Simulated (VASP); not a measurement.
# Ti (P6_3/mmc) in VASP: a series of runs

Runs on Ti. Level: PBEsol. Tasks: relaxation of cell and atoms.

All numbers are computed with VASP 6.6.1; they aren't measurements. Logs are shortened: lines on timing, memory, paths and dates and some standing lists are left out, and cuts for length are marked.

## (1) The cell of the first run

The structure is hexagonal, space group P6_3/mmc (No. 194). The conventional cell has a = 2.950 Å, b = 2.950 Å, c = 4.680 Å, α = 90.00°, β = 90.00°, γ = 120.00°. Within 3.8 Å of Ti (site symmetry -6m2) lie 12 Ti at 2.89 to 2.95 Å.

## (2) Relaxation of cell and atoms, PBEsol, target pressure 2 GPa, at which the enthalpy is minimised

The input, INCAR:

```
PREC = Accurate ; ENCUT = 600
EDIFF = 1E-6 ; ISMEAR = -1
SIGMA = 0.05 ; LREAL = F
LASPH = T ; NELM = 100
ALGO = Fast ; ISIF = 3
LWAVE = F ; LCHARG = F
GGA = PS ; IBRION = 2
NSW = 60 ; EDIFFG = -0.01
PSTRESS = 20.0
```

The input, KPOINTS:

```
Automatic mesh
0
Gamma
  10 10 6
```

The input, POSCAR:

```
Ti
1.0
    2.9500000000      0.0000000000      0.0000000000
   -1.4750000000      2.5547749412      0.0000000000
    0.0000000000      0.0000000000      4.6800000000
Ti
2
Direct
    0.6666666667      0.3333333333      0.7500000000
    0.3333333333      0.6666666667      0.2500000000
```

Potentials or basis: VASP PAW PBE potentials, release 64 (Ti_sv).

Run with:

```console
$ cat potpaw_PBE.64/Ti_sv/POTCAR > POTCAR
$ mpirun -np 1 vasp_std > vasp.out
```

OUTCAR:

```text
PREC = Accurate
   ENCUT = 600
   EDIFF = 1E-6
   ISMEAR = -1
   LREAL = F
   LASPH = T
   NELM = 100
   ISIF = 3
   GGA = PS
   IBRION = 2
   NSW = 60
   EDIFFG = -0.01
   PSTRESS = 20.0

 ion  position               nearest neighbor table
   1  0.667  0.333  0.750-   2 2.89   2 2.89   2 2.89   2 2.89   2 2.89   2 2.89
   2  0.333  0.667  0.250-   1 2.89   1 2.89   1 2.89   1 2.89   1 2.89   1 2.89

  LATTYP: Found a hexagonal cell.
 ALAT       =     2.9500000000
 C/A-ratio  =     1.5864406780

  Lattice vectors:

 A1 = (   2.9500000000,   0.0000000000,   0.0000000000)
 A2 = (  -1.4750000000,   2.5547749412,   0.0000000000)
 A3 = (   0.0000000000,   0.0000000000,   4.6800000000)

Analysis of symmetry for initial positions (statically):
=====================================================================
 Subroutine PRICEL returns:
 Original cell was already a primitive cell.

 Routine SETGRP: Setting up the symmetry group for a
 hexagonal supercell.

 Subroutine GETGRP returns: Found 24 space group operations
 (whereof 12 operations were pure point group operations)
 out of a pool of 24 trial point group operations.

The static configuration has the point symmetry D_3d.
 The point group associated with its full space group is D_6h.

Analysis of symmetry for dynamics (positions and initial velocities):
=====================================================================
 Subroutine PRICEL returns:
 Original cell was already a primitive cell.

 Routine SETGRP: Setting up the symmetry group for a
 hexagonal supercell.

 Subroutine GETGRP returns: Found 24 space group operations
 (whereof 12 operations were pure point group operations)
 out of a pool of 24 trial point group operations.

The dynamic configuration has the point symmetry D_3d.
 The point group associated with its full space group is D_6h.

 Subroutine INISYM returns: Found 24 space group operations
 (whereof 12 operations are pure point group operations),
 and found     1 'primitive' translations

----------------------------------------------------------------------------------------

                                     Primitive cell

  volume of cell :      35.2712

  direct lattice vectors                    reciprocal lattice vectors
     2.950000000  0.000000000  0.000000000     0.338983051  0.195711956  0.000000000
    -1.475000000  2.554774941  0.000000000     0.000000000  0.391423911  0.000000000
[... 100 lines left out ...]
   ISMEAR =    -1;   SIGMA  =   0.05  broadening in eV -4-tet -1-fermi 0-gaus
   EFERMI_NEDOS =   21; number of points for ismear=-14 and -15
   IALGO  =     68    algorithm
   IMIX   =      4    mixing-type and parameters
     AMIX     =   0.40;   BMIX     =  1.00
     AMIX_MAG =   1.60;   BMIX_MAG =  1.00
  volume/ion in A,a.u.               =      17.64       119.01
  Fermi-wavevector in a.u.,A,eV,Ry     =   1.439920  2.721055 28.209912  2.073370
  Thomas-Fermi vector in A             =   2.558722
   LORBIT       =      0    0 simple, 1 ext, 2 COOP (PROOUT), +10 PAW based schemes
   GGA     = PS    functional components
   LHFCALC =     F    Hartree Fock is set to
   AEXX    =    0.0000 exact exchange contribution
   IVDW    =     0    specifies the selected vdW correction
   LEPSILON=     F    determine dielectric tensor
   LRPA    =     F    only Hartree local field effects (RPA)
 conjugate gradient relaxation of ions
 non-spin polarized calculation
 RMM-DIIS sequential band-by-band and
  energy-cutoff  :      600.00
  volume of cell :       35.27
 maximum number of plane-waves:      1194
 NGX is ok and might be reduce to    24
   NGX = 11   NGY = 11   NGZ = 19

--------------------------------------- Ionic step        1  -------------------------------------------

 number of electron      23.9999997 magnetization

 Free energy of the ion-electron system (eV)
  ---------------------------------------------------
  ext. energy  EPLUGINS =         0.00000000
  ---------------------------------------------------
  free energy    TOTEN  =       -16.64889751 eV

  energy without entropy =      -16.62890550  energy(sigma->0) =      -16.63890150

------------------------ aborting loop because EDIFF is reached ----------------------------------------

  FORCE on cell =-STRESS in cart. coord.  units (eV):
  Direction    XX          YY          ZZ          XY          YZ          ZX
  --------------------------------------------------------------------------------------
  -------------------------------------------------------------------------------------
  Total       -1.3194672     -1.3194672     -1.4324213      0.0000000     -0.0000000      0.0000000
  in kB      -59.9361250    -59.9361250    -65.0670068      0.0000000     -0.0000000      0.0000000
  external PRESSURE =     -81.6464190 kB  Pullay stress =      20.0000000 kB
[... 97 lines left out ...]
  energy  without entropy=      -16.6638314590  energy(sigma->0) =      -16.67338637

  enthalpy is  TOTEN    =       -16.2725435049 eV   P V=        0.4103977860

[... ionic steps 4 to 12 ...]

--------------------------------------- Ionic step       13  -------------------------------------------

 number of electron      24.0000003 magnetization

------------------------ aborting loop because EDIFF is reached ----------------------------------------
[... 71 lines left out ...]
--------------------------------------- Ionic step       15  -------------------------------------------

 number of electron      24.0000003 magnetization

 Free energy of the ion-electron system (eV)
  ---------------------------------------------------
  ext. energy  EPLUGINS =         0.00000000
  ---------------------------------------------------
  free energy    TOTEN  =       -16.68236134 eV

  energy without entropy =      -16.66365035  energy(sigma->0) =      -16.67300584

 E-fermi :   8.8154     XC(G=0): -11.9097

 val. band max:        8.8022264340   @ k =   0.3000   0.2000   0.5000
 cond. band min:       8.8450191505   @ k =   0.3000   0.2000   0.3333
 fundamental gap:      0.0427927165
 Fermi energy:         8.8153964437

 k-point     1 :       0.0000    0.0000    0.0000
  band No.  band energies     occupation
      1     -47.7120      2.00000
      2     -47.5332      2.00000
      3     -24.4815      2.00000
      4     -23.7028      2.00000
      5     -23.7028      2.00000
      6     -23.6108      2.00000
[... 433 lines left out ...]
      3     -24.2990      2.00000
      4     -24.1576      2.00000
      5     -24.0268      2.00000
      6     -23.8805      2.00000
[... 8 lines left out ...]
     15      10.0772      0.00000
     16      12.1051      0.00000

 [... further k-points ...]
[... 5 lines left out ...]
  --------------------------------------------------------------------------------------
  -------------------------------------------------------------------------------------
  Total        0.3947390      0.3947390      0.4019501      0.0000000      0.0000000      0.0000000
  in kB       19.2732733     19.2732733     19.6253564      0.0000000      0.0000000      0.0000000
  external PRESSURE =      -0.6093657 kB  Pullay stress =      20.0000000 kB
[... 21 lines left out ...]
  energy  without entropy=      -16.6636503452  energy(sigma->0) =      -16.67300584

  enthalpy is  TOTEN    =       -16.2727380891 eV   P V=        0.4096232494

 reached required accuracy - stopping structural energy minimisation
```

OSZICAR:

```text
N       E                     dE             d eps       ncg     rms          rms(c)
DAV:   1     0.260187881755E+03    0.26019E+03   -0.14735E+04  1792   0.203E+03
DAV:   2     0.101817709498E+02   -0.25001E+03   -0.24861E+03  1832   0.520E+02
[... 366 lines left out ...]
RMM:  11    -0.166824138818E+02   -0.44988E-06   -0.64723E-06  1635   0.153E-02
  14 F= -.16272738E+02 E0= -.16263371E+02  d E =-.395095E-04
       N       E                     dE             d eps       ncg     rms          rms(c)
DAV:   1    -0.166823686944E+02    0.44738E-04   -0.59958E-04  2392   0.366E-01    0.233E-02
RMM:   2    -0.166823612970E+02    0.73974E-05   -0.32316E-05  2055   0.736E-02    0.105E-02
RMM:   3    -0.166823607324E+02    0.56466E-06   -0.12800E-05  2045   0.357E-02    0.393E-03
RMM:   4    -0.166823613384E+02   -0.60604E-06   -0.50354E-06  1755   0.220E-02
  15 F= -.16272738E+02 E0= -.16263383E+02  d E =-.399405E-04
```

It took 22 min on 1 thread of Intel Xeon 8259CL, shared host; peak memory 0.19 GiB.

What came out:

* Free energy: -16.6824 eV
* Relaxed volume: 16.41 Å³/atom
* Relaxed cell: a = 2.886 Å, b = 2.886 Å, c = 4.549 Å, α = 90.00°, β = 90.00°, γ = 120.00°
* Space group after relaxing (to 0.1 Å): P6_3/mmc (No. 194)
* Energy change on relaxing (the run minimises the enthalpy): -16.7 meV/atom
* Ionic steps: 15
* Pressure after relaxing: 1.9 GPa
* Band gap on the k mesh: zero (bands 12 and 13 overlap by 0.99 eV)

Step by step:
```
step  energy change (eV)  largest force (eV/Å)  pressure (GPa)  volume (Å³)
   1              0.0000                0.0000           -6.16        35.27
   2              0.0392                0.0000            9.96        30.88
   3             -0.0340                0.0000            1.92        32.88
   4             -0.0335                0.0000            1.86        32.83
   5             -0.0096                0.0000            5.69        31.84
   6             -0.0329                0.0000            2.13        32.78
   7             -0.0337                0.0000            2.44        32.84
   8             -0.0354                0.0000            1.22        33.02
   9             -0.0345                0.0000            1.57        32.90
  10             -0.0342                0.0000            1.54        32.88
  11             -0.0340                0.0000            1.69        32.86
  12             -0.0339                0.0000            1.88        32.85
  13             -0.0339                0.0000            1.80        32.85
  14             -0.0335                0.0000            1.89        32.82
  15             -0.0335                0.0000            1.94        32.81
```

Final structure:
```
Ti
1.0
     2.88611    0.00000    0.00000
    -1.44305    2.49944    0.00000
     0.00000    0.00000    4.54893
Ti
2
Direct
  0.66667 0.33333 0.75000
  0.33333 0.66667 0.25000
```

Levels at points of the mesh, in eV from the Fermi level:
```
           k point  band 8  band 9  band 10  band 11  band 12  band 13  band 14  band 15  band 16
(0.00, 0.00, 0.00)  -32.39   -6.33    -2.83     0.81     0.81     0.97     1.00     1.36     1.36
(0.50, 0.00, 0.00)  -32.48   -2.42    -2.33    -1.99    -0.57     0.46     0.70     1.29     3.59
(0.00, 0.00, 0.50)  -32.46   -4.38    -4.38     0.12     0.12     0.69     0.69     0.69     0.69
(0.50, 0.00, 0.50)  -32.58   -2.70    -2.70    -0.87    -0.87     1.50     1.50     1.83     1.83
```

Caveat: the cell is relaxed towards a set pressure, so the run minimises the enthalpy, not the energy; the PAW data sets were made with another functional, which shifts forces and pressure a little.

## (3) Relaxation of cell and atoms, PBEsol, target pressure 5 GPa, at which the enthalpy is minimised

The input, INCAR:

```
ALGO     = Normal         # electronic algorithm
EDIFF    = 1E-7           # SCF threshold, eV
EDIFFG   = -0.01          # ionic threshold
ENCUT    = 600            # plane-wave cutoff, eV
GGA      = PS             # functional
IBRION   = 2              # ionic algorithm
ISIF     = 3              # what is computed and relaxed
ISMEAR   = -1             # smearing method
LASPH    = True           # aspherical terms in the spheres
LCHARG   = False          # write CHGCAR
LREAL    = False          # projectors in reciprocal space
LWAVE    = False          # write WAVECAR
NELM     = 80             # most SCF steps
NSW      = 60             # ionic steps
PREC     = Accurate       # precision mode
PSTRESS  = 50.0         
SIGMA    = 0.05           # smearing width, eV
```

The input, KPOINTS:

```
k-points
0
Gamma
  10 10 6
```

POSCAR is that of step 2.

Potentials or basis: VASP PAW PBE potentials, release 64 (Ti_sv).

Run with:

```console
$ cat potpaw_PBE.64/Ti_sv/POTCAR > POTCAR
$ mpirun -np 1 vasp_std > vasp.out
```

Wall time 4.8 min (1 thread of Intel Xeon 8259CL, shared host); peak memory 0.19 GiB.

Results (log left out):

| Property | Result |
| --- | --- |
| Free energy | -16.6661 eV |
| Relaxed volume | 16.03 Å³/atom |
| Relaxed cell | a = 2.863 Å, b = 2.863 Å, c = 4.517 Å, α = 90.00°, β = 90.00°, γ = 120.00° |
| Space group after relaxing (to 0.1 Å) | P6_3/mmc (No. 194) |
| Energy change on relaxing (the run minimises the enthalpy) | -8.6 meV/atom |
| Ionic steps | 9 |
| Pressure after relaxing | 5.0 GPa |
| Band gap on the k mesh | zero (bands 12 and 13 overlap by 0.99 eV) |

The path:
| step | energy change (eV) | largest force (eV/Å) | pressure (GPa) | volume (Å³) |
| --- | --- | --- | --- | --- |
| 1 | 0.0000 | 0.0000 | -5.91 | 35.27 |
| 2 | 0.1608 | 0.0000 | 17.89 | 29.49 |
| 3 | -0.0181 | 0.0000 | 4.84 | 32.10 |
| 4 | -0.0162 | 0.0000 | 5.10 | 32.04 |
| 5 | -0.0163 | 0.0000 | 5.10 | 32.04 |
| 6 | -0.0163 | 0.0000 | 5.11 | 32.04 |
| 7 | -0.0163 | 0.0000 | 5.11 | 32.04 |
| 8 | -0.0180 | 0.0000 | 4.88 | 32.09 |
| 9 | -0.0172 | 0.0000 | 5.00 | 32.06 |

Final structure:
```yaml
crystal:
  lattice:
    - [2.86299, 0.00000, 0.00000]
    - [-1.43150, 2.47943, 0.00000]
    - [0.00000, 0.00000, 4.51689]
  atoms:
    - { symbol: Ti, position: [0.66667, 0.33333, 0.75000] }
    - { symbol: Ti, position: [0.33333, 0.66667, 0.25000] }
```

Levels at points of the mesh, in eV from the Fermi level:
| k point | band 10 | band 11 | band 12 | band 13 | band 14 | band 15 |
| --- | --- | --- | --- | --- | --- | --- |
| (0.00, 0.00, 0.00) | -2.89 | 0.82 | 0.82 | 0.98 | 1.07 | 1.39 |
| (0.50, 0.00, 0.00) | -2.41 | -2.06 | -0.53 | 0.46 | 0.72 | 1.32 |
| (0.00, 0.00, 0.50) | -4.41 | 0.11 | 0.11 | 0.70 | 0.70 | 0.70 |
| (0.50, 0.00, 0.50) | -2.77 | -0.90 | -0.90 | 1.57 | 1.57 | 1.88 |

Caveat: the cell is relaxed towards a set pressure, so the run minimises the enthalpy, not the energy; the PAW data sets were made with another functional, which shifts forces and pressure a little.
